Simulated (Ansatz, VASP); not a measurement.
One calculation of BN, two programs

```
N B
1.0
     1.25112    0.72234    3.37293
    -1.25112    0.72234    3.37293
     0.00000   -1.44467    3.37293
N B
1 1
Direct
  0.66724 0.66724 0.66724
  0.00033 0.00033 0.00033
```

Alike in both runs: task single point; functional PBEsol; k mesh 8 × 8 × 8; occupations fermi-dirac, width 0.05 eV; no spin polarisation.

|  | VASP | Ansatz |
| --- | --- | --- |
| version | VASP 6.6.1 | Ansatz 0.2.0 |
| potentials or method | VASP PAW PBE potentials, release 64 (N, B), cutoff 600 eV | all-electron PAW datasets made for the crystal |

Ansatz gave:

```
gap on the k mesh at the Fermi level (eV)                     : 4.19
least direct gap on the mesh (eV)                             : 4.89
pressure (GPa)                                                : 0.7
traceless stress, the component that is largest in VASP (GPa) : -0.21
```

Task: What did VASP give for the same quantities?

Result: gap on the k mesh at the Fermi level (eV): 4.19; least direct gap on the mesh (eV): 4.88; pressure (GPa): 0.9; traceless stress, the component that is largest in VASP (GPa): -0.63.

VASP's potentials were made for PBE, not for PBEsol. Ansatz ran all-electron here, and VASP with PAW potentials.
